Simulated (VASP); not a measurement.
Mg3SeS2, 6 atoms in the cell. It takes space group P6/mmm (No. 191, hexagonal). The conventional cell has a = 6.281 Å, b = 6.281 Å, c = 3.566 Å, α = 90.00°, β = 90.00°, γ = 120.00°. Mg (site symmetry mmm) has 4 S at 2.54 Å and 2 Se at 3.14 Å and 4 Mg at 3.14 Å within 3.4 Å. Within 4.1 Å of Se (site symmetry 6/mmm) lie 6 Mg at 3.14 Å and 2 Se at 3.57 Å and 12 S at 4.04 Å. Within 3.4 Å of S (site symmetry -6m2) lie 6 Mg at 2.54 Å. 

* Program: VASP 6.6.1
* Task: single point
* Functional: PBE
* Potentials or basis: VASP PAW PBE potentials, release 64 (Mg, Se, S)
* Cutoff: 520 eV
* k mesh: 6 × 6 × 4
* Occupations: gaussian, width 0.1 eV
* Spin: no spin polarisation
* Dipole correction: no
* Further INCAR settings: ALGO = Normal; EDIFF = 1e-07; NBANDS = 21

Potentials or basis: VASP PAW PBE potentials, release 64 (Mg, Se, S).

Run with:

```sh
$ cat potpaw_PBE.64/Mg/POTCAR potpaw_PBE.64/Se/POTCAR potpaw_PBE.64/S/POTCAR > POTCAR
$ mpirun -np 1 vasp_std > vasp.out
```

Hardware: 1 thread of AMD EPYC 7R43 64-Core Processor (Zen 3) (shared host).

Task: Estimate the wall time of this run.

Result: It took 110 s on 1 thread of AMD EPYC 7R43 64-Core Processor (Zen 3), with other jobs on the host, peak memory 0.2 GiB. Counts: scf iterations 19, k points 21.
